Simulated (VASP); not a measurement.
Set up this calculation in VASP 6.6.1, as the native input.

```
Task                   : single point
Functional             : PBEsol
Potentials or basis    : VASP PAW PBE potentials, release 64 (V_sv)
Cutoff                 : 520 eV
k mesh                 : 6 × 6 × 4
Occupations            : gaussian, width 0.1 eV
Spin                   : no spin polarisation
Dipole correction      : no
Further INCAR settings : ALGO = Normal; EDIFF = 1e-06; NBANDS = 34
```

The structure of V lies in POSCAR:

```
V
1.0
    2.1386703951     -4.4052923468      0.0000000000
    2.1386703951      4.4052923468      0.0000000000
    0.0000000000      0.0000000000      2.8404992480
V
4
Direct
    0.1356256039      0.8643743961     -0.0000742288
    0.6356256039      0.3643743961      0.5000742288
    0.8643743961      0.1356256039      1.0000742288
    0.3643743961      0.6356256039      0.4999257712
```

These files were run (other wordings do the same):

INCAR

```
ALGO = Normal ; EDIFF = 1E-6
ENCUT = 520 ; GGA = PS
ISIF = 2 ; ISMEAR = 0
LASPH = True ; LCHARG = False
LREAL = False ; LWAVE = False
NBANDS = 34 ; NELM = 100
PREC = Accurate ; SIGMA = 0.1
```

KPOINTS

```
k-points
0
Gamma
  6 6 4
```

Potentials or basis: VASP PAW PBE potentials, release 64 (V_sv).

The run is started by

```bash
$ cat potpaw_PBE.64/V_sv/POTCAR > POTCAR
$ mpirun -np 1 vasp_std > vasp.out
```

Results of the run:

The pressure is 0.1 GPa and the largest force is 0.004 eV/Å. The band gap on the k mesh is zero (band 26 reaches 10.26 eV, above the bottom of band 27 at 9.33 eV).

Caveat: the k points lie up to 0.55 Å⁻¹ apart; the PAW data sets were made with another functional, which shifts forces and pressure a little.

It took 50 s on 1 thread of Intel(R) Xeon(R) Platinum 8259CL CPU @ 2.50GHz (Skylake/Cascade Lake) (shared host), peak memory 0.2 GiB.
